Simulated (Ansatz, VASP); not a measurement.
**One calculation of Y, two programs**

The input INCAR:

```
PREC     = Accurate       # precision mode
ENCUT    = 520            # plane-wave cutoff, eV
EDIFF    = 1E-6           # SCF threshold, eV
ISMEAR   = -1             # smearing method
SIGMA    = 0.08           # smearing width, eV
LREAL    = F              # projectors in reciprocal space
LASPH    = T              # aspherical terms in the spheres
NELM     = 60             # most SCF steps
ALGO     = Normal         # electronic algorithm
ISIF     = 2              # what is computed and relaxed
LWAVE    = F              # write WAVECAR
LCHARG   = F              # write CHGCAR
GGA      = PS             # functional
NBANDS   = 18             # bands
```

The input KPOINTS:

```
Automatic mesh
0
Gamma
  10 10 10
```

Contents of POSCAR:

```
Y
1.0
    0.0000000000      2.7088185155      2.7088185155
    2.7088185155      0.0000000000      2.7088185155
    2.7088185155      2.7088185155      0.0000000000
Y
2
Direct
   -0.1250000000     -0.1250000000     -0.1250000000
    0.1250000000      0.1250000000      0.1250000000
```

Input for Ansatz:

```yaml
crystal:
  lattice:
    - [0.0, 2.7088185155, 2.7088185155]
    - [2.7088185155, 0.0, 2.7088185155]
    - [2.7088185155, 2.7088185155, 0.0]
  atoms:
    - { symbol: "Y", position: [-0.125, -0.125, -0.125] }
    - { symbol: "Y", position: [0.125, 0.125, 0.125] }
kpoints:
  mp_grid: { grid: [10, 10, 10] }
scf:
  occupations: { method: fermi_dirac, width: 0.08 }
hamiltonian:
  xc: pbesol
  pseudopotentials: { kind: all_electron, lapw: { basis_error: 0.001 } }
output:
  forces: true
  stress: true
  eigenvalues: true
  populations: true
```

Change from the starting cell: volume scaled by 0.5, LAPW.

Alike in both runs: task single point; functional PBEsol; k mesh 10 × 10 × 10; occupations fermi-dirac, width 0.08 eV; no spin polarisation.

|  | VASP | Ansatz |
| --- | --- | --- |
| version | VASP 6.6.1 | Ansatz 0.2.0 |
| potentials or method | VASP PAW PBE potentials, release 64 (Y_sv), cutoff 520 eV | all-electron LAPW, scalar-relativistic |

```tsv
	VASP	Ansatz	Ansatz less VASP
pressure (GPa)	38.7	38.7	-0.04
```

VASP's potentials were made for PBE, not for PBEsol. Both programs put the cell under a high pressure, so it lies far from rest at this level. Ansatz ran all-electron here, and VASP with PAW potentials.
